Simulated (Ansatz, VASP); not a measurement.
## AlNi in VASP and in Ansatz

```xyz
2
Lattice="2.0954 -2.0953 0.0000 2.2435 2.2435 0.0000 0.0000 0.0000 2.8689" Properties=species:S:1:pos:R:3 pbc="T T T"
Al    0.0000    0.0000    0.0000
Ni    2.1695    0.0741    1.4344
```

Change from the starting cell: normal strain along x +0.0367, normal strain along y +0.1100.

Alike in both runs: task single point; functional PBEsol; k mesh 16 × 16 × 16; occupations gaussian, width 0.15 eV; no spin polarisation.

|  | VASP | Ansatz |
| --- | --- | --- |
| version | VASP 6.6.1 | Ansatz 0.2.0 |
| potentials or method | VASP PAW PBE potentials, release 64 (Al, Ni), cutoff 520 eV | scalar-relativistic, plane waves, PAW |
| valence electrons in the cell | 13 | 21 |

Ansatz gave:

| Quantity | Value |
| --- | --- |
| gap on the k mesh at the Fermi level (eV) | none |
| pressure (GPa) | -17.6 |
| traceless stress, the component that is largest in VASP (GPa) | 2.41 |

Problem. What did VASP give for the same quantities?

Solution. gap on the k mesh at the Fermi level (eV): none; pressure (GPa): -17.4; traceless stress, the component that is largest in VASP (GPa): 2.48.

VASP's potentials were made for PBE, not for PBEsol, and Ansatz warns of the same on its side. A gap of «none» marks a metal or a gap that the smearing closes. VASP's potentials hold 13 valence electrons a cell and Ansatz's 21, so a difference there can come from the potentials and not from the codes. Ansatz's warnings: near symmetry operations not taken.
